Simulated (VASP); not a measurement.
# PbSe (Fm-3m) in VASP: further runs

PbSe is run at these levels: r2SCAN; tasks: single point.

Everything below comes from runs of VASP 6.6.1. Logs are shortened: lines on timing, memory, paths and dates and some standing lists are left out, and cuts for length are marked.

### Step 1. The cell of the first run

The structure is cubic, space group Fm-3m (No. 225). Conventional cell: a = 6.239 Å, b = 6.239 Å, c = 6.239 Å, α = 90.00°, β = 90.00°, γ = 90.00°. Pb (site symmetry m-3m) has 6 Se at 3.12 Å within 4.1 Å. Se (site symmetry m-3m) has 6 Pb at 3.12 Å within 4.1 Å.

### Step 2. Single point, r2SCAN, non-collinear spin, zero start, spin-orbit coupling (strain +1.0%)

The input, POSCAR:

```
PbSe
1.0
    0.0000000000      3.1195892417      3.1195892417
    3.1195892417      0.0000000000      3.1195892417
    3.1195892417      3.1195892417      0.0000000000
Pb Se
1 1
Direct
    0.0000000000      0.0000000000      0.0000000000
    0.5000000000      0.5000000000      0.5000000000
```

The input, INCAR.step1:

```
PREC = Accurate ; ENCUT = 520
ISMEAR = -1 ; SIGMA = 0.02
LREAL = F ; LASPH = T
NELM = 150 ; MAGMOM = 0 0 0 0 0 0
LSORBIT = T ; GGA_COMPAT = F
NBANDS = 32 ; GGA = PE
ALGO = Normal ; EDIFF = 1E-4
LWAVE = T ; LCHARG = F
```

The input, INCAR.step2:

```
PREC = Accurate ; ENCUT = 520
EDIFF = 1E-6 ; ISMEAR = -1
SIGMA = 0.02 ; LREAL = F
LASPH = T ; NELM = 150
ALGO = Normal ; ISIF = 2
LWAVE = F ; LCHARG = F
MAGMOM = 0 0 0 0 0 0 ; LORBIT = 11
LSORBIT = T ; GGA_COMPAT = F
LORBMOM = T ; METAGGA = R2SCAN
LMIXTAU = T ; NBANDS = 32
ISTART = 1
```

The input, KPOINTS:

```
regular mesh
0
Gamma
  8 8 8
```

Potentials or basis: VASP PAW PBE potentials, release 64 (Pb_d, Se).

The run is started by

```bash
> cat potpaw_PBE.64/Pb_d/POTCAR potpaw_PBE.64/Se/POTCAR > POTCAR
> cp INCAR.step1 INCAR
> mpirun -np 1 vasp_ncl > vasp.out
> cp INCAR.step2 INCAR
> mpirun -np 1 vasp_ncl > vasp.out
```

OUTCAR:

```text
PREC = Accurate
   ENCUT = 520
   EDIFF = 1E-6
   ISMEAR = -1
   LREAL = F
   LASPH = T
   NELM = 150
   ISIF = 2
   LORBIT = 11
   LSORBIT = T
   METAGGA = R2SCAN
   ISTART = 1

 ion  position               nearest neighbor table
   1  0.000  0.000  0.000-   2 3.12   2 3.12   2 3.12   2 3.12   2 3.12   2 3.12
   2  0.500  0.500  0.500-   1 3.12   1 3.12   1 3.12   1 3.12   1 3.12   1 3.12

  LATTYP: Found a face centered cubic cell.
 ALAT       =     6.2391784834

  Lattice vectors:

 A1 = (   0.0000000000,   3.1195892417,   3.1195892417)
 A2 = (   3.1195892417,   0.0000000000,   3.1195892417)
 A3 = (   3.1195892417,   3.1195892417,   0.0000000000)

Analysis of symmetry for initial positions (statically):
=====================================================================
 Subroutine PRICEL returns:
 Original cell was already a primitive cell.

 Routine SETGRP: Setting up the symmetry group for a
 face centered cubic supercell.

 Subroutine GETGRP returns: Found 48 space group operations
 (whereof 48 operations were pure point group operations)
 out of a pool of 48 trial point group operations.

The static configuration has the point symmetry O_h .

Analysis of symmetry for dynamics (positions and initial velocities):
=====================================================================
 Subroutine PRICEL returns:
 Original cell was already a primitive cell.

 Routine SETGRP: Setting up the symmetry group for a
 face centered cubic supercell.

 Subroutine GETGRP returns: Found 48 space group operations
 (whereof 48 operations were pure point group operations)
 out of a pool of 48 trial point group operations.

The dynamic configuration has the point symmetry O_h .

Analysis of structural, dynamic, and magnetic symmetry:
=====================================================================
 Subroutine PRICEL returns:
 Original cell was already a primitive cell.

 Routine SETGRP: Setting up the symmetry group for a
 face centered cubic supercell.

 Subroutine GETGRP returns: Found 48 space group operations
 (whereof 48 operations were pure point group operations)
 out of a pool of 48 trial point group operations.

The overall configuration has the point symmetry O_h .

 Subroutine INISYM returns: Found 48 space group operations
 (whereof 48 operations are pure point group operations),
 and found     1 'primitive' translations

----------------------------------------------------------------------------------------

                                     Primitive cell

  volume of cell :      60.7187

  direct lattice vectors                    reciprocal lattice vectors
     0.000000000  3.119589242  3.119589242    -0.160277511  0.160277511  0.160277511
     3.119589242  0.000000000  3.119589242     0.160277511 -0.160277511  0.160277511
     3.119589242  3.119589242  0.000000000     0.160277511  0.160277511 -0.160277511

  length of vectors
     4.411765415  4.411765415  4.411765415     0.277608793  0.277608793  0.277608793

  position of ions in fractional coordinates (direct lattice)
     0.000000000  0.000000000  0.000000000
     0.500000000  0.500000000  0.500000000

  ion indices of the primitive-cell ions
   primitive index   ion index
                 1           1
                 2           2

----------------------------------------------------------------------------------------

 KPOINTS: regular mesh

Automatic generation of k-mesh.
 Grid dimensions read from file:
 generate k-points for:    8    8    8

 Generating k-lattice:

  Cartesian coordinates                     Fractional coordinates (reciprocal lattice)
    -0.020034689  0.020034689  0.020034689     0.125000000  0.000000000  0.000000000
     0.020034689 -0.020034689  0.020034689     0.000000000  0.125000000  0.000000000
     0.020034689  0.020034689 -0.020034689     0.000000000  0.000000000  0.125000000

  Length of vectors
     0.034701099  0.034701099  0.034701099

  Shift w.r.t. Gamma in fractional coordinates (k-lattice)
     0.000000000  0.000000000  0.000000000

 Subroutine IBZKPT returns following result:
 ===========================================

 Found     29 irreducible k-points:

 Following reciprocal coordinates:
            Coordinates               Weight
  0.000000  0.000000  0.000000      1.000000
  0.125000  0.000000  0.000000      8.000000
  0.250000  0.000000  0.000000      8.000000
  0.375000  0.000000  0.000000      8.000000
  0.500000  0.000000  0.000000      4.000000
[... 44 lines left out ...]
   ISIF   =      2    stress and relaxation
   ISYM   =      2    0-nonsym 1-usesym 2-fastsym
   POTIM  = 0.5000    time-step for ionic-motion
   TEBEG  =    0.0;   TEEND  =   0.0 temperature during run
   PSTRESS=    0.0 pullay stress
   NELECT =      20.0000    total number of electrons
   NUPDOWN=      -1.0000    fix difference up-down
   EMIN   =  10.00;   EMAX   =-10.00  energy-range for DOS
   EFERMI =   0.00;   METHOD = LEGACY
   ISMEAR =    -1;   SIGMA  =   0.02  broadening in eV -4-tet -1-fermi 0-gaus
   EFERMI_NEDOS =   21; number of points for ismear=-14 and -15
   IALGO  =     38    algorithm
   IMIX   =      4    mixing-type and parameters
     AMIX     =   0.40;   BMIX     =  1.00
     AMIX_MAG =   1.60;   BMIX_MAG =  1.00
  volume/ion in A,a.u.               =      30.36       204.87
  Fermi-wavevector in a.u.,A,eV,Ry     =   1.130605  2.136533 17.391875  1.278267
  Thomas-Fermi vector in A             =   2.267301
   LORBIT       =     11    0 simple, 1 ext, 2 COOP (PROOUT), +10 PAW based schemes
   METAGGA = R2SCAN    functional components
   LHFCALC =     F    Hartree Fock is set to
   AEXX    =    0.0000 exact exchange contribution
   IVDW    =     0    specifies the selected vdW correction
   LEPSILON=     F    determine dielectric tensor
   LRPA    =     F    only Hartree local field effects (RPA)
  energy-cutoff  :      520.00
  volume of cell :       60.72
 maximum number of plane-waves:      3320
 NGX is ok and might be reduce to    36
   NGX = 17   NGY = 17   NGZ = 17

 number of electron      20.0000001 magnetization       0.0000000      0.0000000     -0.0000000

 number of electron      20.0000001 magnetization       0.0000000      0.0000000      0.0000000

 number of electron      20.0000001 magnetization      -0.0000000     -0.0000000     -0.0000000

 Free energy of the ion-electron system (eV)
  ---------------------------------------------------
  ext. energy  EPLUGINS =         0.00000000
  ---------------------------------------------------
  free energy    TOTEN  =       -72.32556689 eV

  energy without entropy =      -72.32556547  energy(sigma->0) =      -72.32556618

 E-fermi :   4.3324     XC(G=0):  -9.7870

 val. band max:        4.1661695760   @ k =   0.5000   0.0000   0.0000
 cond. band min:       4.4986700570   @ k =   0.5000   0.0000   0.0000
 fundamental gap:      0.3325004810
 Fermi energy:         4.3324198942

 k-point     1 :       0.0000    0.0000    0.0000
  band No.  band energies     occupation
      1     -14.6335      1.00000
      2     -14.6335      1.00000
      3     -14.6335      1.00000
      4     -14.6335      1.00000
      5     -12.0652      1.00000
      6     -12.0652      1.00000
[... 829 lines left out ...]
     31      15.5642      0.00000
     32      15.5702      0.00000

 [... further k-points ...]

------------------------ aborting loop because EDIFF is reached ----------------------------------------

  FORCE on cell =-STRESS in cart. coord.  units (eV):
  Direction    XX          YY          ZZ          XY          YZ          ZX
  --------------------------------------------------------------------------------------
  -------------------------------------------------------------------------------------
  Total       -0.5938080     -0.5938080     -0.5938080     -0.0000000      0.0000000     -0.0000000
  in kB      -15.6687519    -15.6687519    -15.6687519     -0.0000000      0.0000000     -0.0000000
  external PRESSURE =     -15.6687519 kB  Pullay stress =       0.0000000 kB

 VOLUME and BASIS-vectors are now :
 -----------------------------------------------------------------------------
  energy-cutoff  :      520.00
  volume of cell :       60.72
      direct lattice vectors                 reciprocal lattice vectors
     0.000000000  3.119589242  3.119589242    -0.160277511  0.160277511  0.160277511
     3.119589242  0.000000000  3.119589242     0.160277511 -0.160277511  0.160277511
     3.119589242  3.119589242  0.000000000     0.160277511  0.160277511 -0.160277511

 POSITION                                       TOTAL-FORCE (eV/Angst)
 -----------------------------------------------------------------------------------
      0.00000      0.00000      0.00000         0.000000     -0.000000      0.000000
      3.11959      3.11959      3.11959        -0.000000      0.000000     -0.000000
 -----------------------------------------------------------------------------------
    total drift:                                0.000000      0.000000      0.000000

  FREE ENERGIE OF THE ION-ELECTRON SYSTEM (eV)
  ---------------------------------------------------
  free  energy   TOTEN  =       -72.3255668934 eV

  energy  without entropy=      -72.3255654653  energy(sigma->0) =      -72.32556618

 orbital moment (x)

 # of ion     p       d       tot
 ----------------------------------------
  1         0.000  -0.000  -0.000
  2         0.000   0.000   0.000
 ----------------------------------------
            0.000  -0.000  -0.000

 orbital moment (y)

 # of ion     p       d       tot
 ----------------------------------------
  1         0.000   0.000   0.000
  2         0.000  -0.000  -0.000
 ----------------------------------------
            0.000  -0.000  -0.000

 orbital moment (z)

 # of ion     p       d       tot
 ----------------------------------------
  1         0.000   0.000   0.000
  2         0.000   0.000   0.000
 ----------------------------------------
            0.000   0.000   0.000

 Spin-Orbit-Coupling matrix elements

 Ion:    1  E_soc:     -0.7771018
 l=   1
     0.0000000    -0.0648274    -0.0648274
    -0.0648274     0.0000000    -0.0648274
    -0.0648274    -0.0648274     0.0000000
 l=   2
     0.0000000    -0.0129850     0.0000000    -0.0129850    -0.0517046
    -0.0129850     0.0000000    -0.0387784    -0.0129850    -0.0129261
     0.0000000    -0.0387784     0.0000000    -0.0387784     0.0000000
    -0.0129850    -0.0129850    -0.0387784     0.0000000    -0.0129261
    -0.0517046    -0.0129261     0.0000000    -0.0129261     0.0000000
 l=   3
     0.0000000     0.0000000     0.0000000     0.0000000     0.0000000     0.0000000     0.0000000
     0.0000000     0.0000000     0.0000000     0.0000000     0.0000000     0.0000000     0.0000000
     0.0000000     0.0000000     0.0000000     0.0000000     0.0000000     0.0000000     0.0000000
     0.0000000     0.0000000     0.0000000     0.0000000     0.0000000     0.0000000     0.0000000
     0.0000000     0.0000000     0.0000000     0.0000000     0.0000000     0.0000000     0.0000000
     0.0000000     0.0000000     0.0000000     0.0000000     0.0000000     0.0000000     0.0000000
     0.0000000     0.0000000     0.0000000     0.0000000     0.0000000     0.0000000     0.0000000

 Ion:    2  E_soc:     -0.0461590
 l=   1
     0.0000000    -0.0077044    -0.0077044
    -0.0077044     0.0000000    -0.0077044
    -0.0077044    -0.0077044     0.0000000
 l=   2
     0.0000000    -0.0000013     0.0000000    -0.0000013     0.0000126
    -0.0000013     0.0000000     0.0000094    -0.0000013     0.0000031
     0.0000000     0.0000094     0.0000000     0.0000094     0.0000000
    -0.0000013    -0.0000013     0.0000094     0.0000000     0.0000031
     0.0000126     0.0000031     0.0000000     0.0000031     0.0000000
 l=   3
     0.0000000     0.0000000     0.0000000     0.0000000     0.0000000     0.0000000     0.0000000
     0.0000000     0.0000000     0.0000000     0.0000000     0.0000000     0.0000000     0.0000000
     0.0000000     0.0000000     0.0000000     0.0000000     0.0000000     0.0000000     0.0000000
     0.0000000     0.0000000     0.0000000     0.0000000     0.0000000     0.0000000     0.0000000
     0.0000000     0.0000000     0.0000000     0.0000000     0.0000000     0.0000000     0.0000000
     0.0000000     0.0000000     0.0000000     0.0000000     0.0000000     0.0000000     0.0000000
     0.0000000     0.0000000     0.0000000     0.0000000     0.0000000     0.0000000     0.0000000

 total charge

# of ion       s       p       d       tot
------------------------------------------
    1        1.470   0.506   9.831  11.807
    2        1.462   2.365   0.014   3.841
--------------------------------------------------
tot          2.932   2.870   9.845  15.648

 magnetization (x)

# of ion       s       p       d       tot
------------------------------------------
    1        0.000   0.000   0.000   0.000
    2        0.000   0.000   0.000   0.000
--------------------------------------------------
tot          0.000   0.000   0.000   0.000

 magnetization (y)

# of ion       s       p       d       tot
------------------------------------------
    1        0.000   0.000   0.000   0.000
    2        0.000   0.000  -0.000   0.000
--------------------------------------------------
tot          0.000   0.000  -0.000   0.000

 magnetization (z)

# of ion       s       p       d       tot
------------------------------------------
    1        0.000   0.000   0.000   0.000
    2       -0.000   0.000   0.000   0.000
--------------------------------------------------
tot         -0.000   0.000   0.000   0.000
```

It took 19 min on 1 thread of Intel Xeon 8259CL, shared host; peak memory 0.5 GiB.

Results:

* Free energy: -72.3256 eV
* Pressure: -1.6 GPa
* Net moment: 0.00 μB per cell
* Valence electrons inside the program's atomic spheres: Pb 11.81; Se 3.84

Moments on the atoms (μB; x, y, z):
```
Pb  0.00 0.00 0.00
Se  0.00 0.00 0.00
```

Caveat: the cell differs from its parent crystal (strain +1.0%); the PAW data sets were made with another functional, which shifts forces and pressure a little.

### Step 3. Single point, r2SCAN, non-collinear spin, zero start, spin-orbit coupling (strain +2.0%)

The input, POSCAR:

```
PbSe
1.0
    0.0000000000      3.1504762639      3.1504762639
    3.1504762639      0.0000000000      3.1504762639
    3.1504762639      3.1504762639      0.0000000000
Pb Se
1 1
Direct
    0.0000000000      0.0000000000      0.0000000000
    0.5000000000      0.5000000000      0.5000000000
```

The input, INCAR.step1:

```
SYSTEM = PbSe
PREC = Accurate
ENCUT = 520
ISMEAR = -1
SIGMA = 0.02
LREAL = .FALSE.
LASPH = .TRUE.
NELM = 150
MAGMOM = 0 0 0 0 0 0
LSORBIT = .TRUE.
GGA_COMPAT = .FALSE.
NBANDS = 32
GGA = PE
ALGO = Normal
EDIFF = 1E-4
LWAVE = .TRUE.
LCHARG = .FALSE.
```

The input, INCAR.step2:

```
SYSTEM = PbSe
PREC = Accurate
ENCUT = 520
EDIFF = 1E-7
ISMEAR = -1
SIGMA = 0.02
LREAL = .FALSE.
LASPH = .TRUE.
NELM = 150
ALGO = Normal
ISIF = 2
LWAVE = .FALSE.
LCHARG = .TRUE.
MAGMOM = 0 0 0 0 0 0
LORBIT = 11
LSORBIT = .TRUE.
GGA_COMPAT = .FALSE.
LORBMOM = .TRUE.
METAGGA = R2SCAN
LMIXTAU = .TRUE.
LVHAR = .TRUE.
NBANDS = 32
ISTART = 1
```

The input, KPOINTS:

```
Automatic mesh
0
G
  8 8 8
  0 0 0
```

Potentials or basis: VASP PAW PBE potentials, release 64 (Pb_d, Se).

The run is started by

```bash
> cat potpaw_PBE.64/Pb_d/POTCAR potpaw_PBE.64/Se/POTCAR > POTCAR
> cp INCAR.step1 INCAR
> mpirun -np 1 vasp_ncl > vasp.out
> cp INCAR.step2 INCAR
> mpirun -np 1 vasp_ncl > vasp.out
```

Run time: 21 min. Hardware: 1 thread of Intel Xeon 8259CL, shared host; peak memory 0.52 GiB.

The run converged. Its results:

- Free energy: -72.3012 eV
- Pressure: -2.8 GPa
- Net moment: 0.00 μB per cell
- Valence electrons inside the program's atomic spheres: Pb 11.79; Se 3.83

Moments on the atoms (μB; x, y, z):
```
Pb  0.00 0.00 0.00
Se  0.00 0.00 0.00
```

Caveat: the cell differs from its parent crystal (strain +2.0%); the PAW data sets were made with another functional, which shifts forces and pressure a little.

(Part 1 of 2 ends here.)
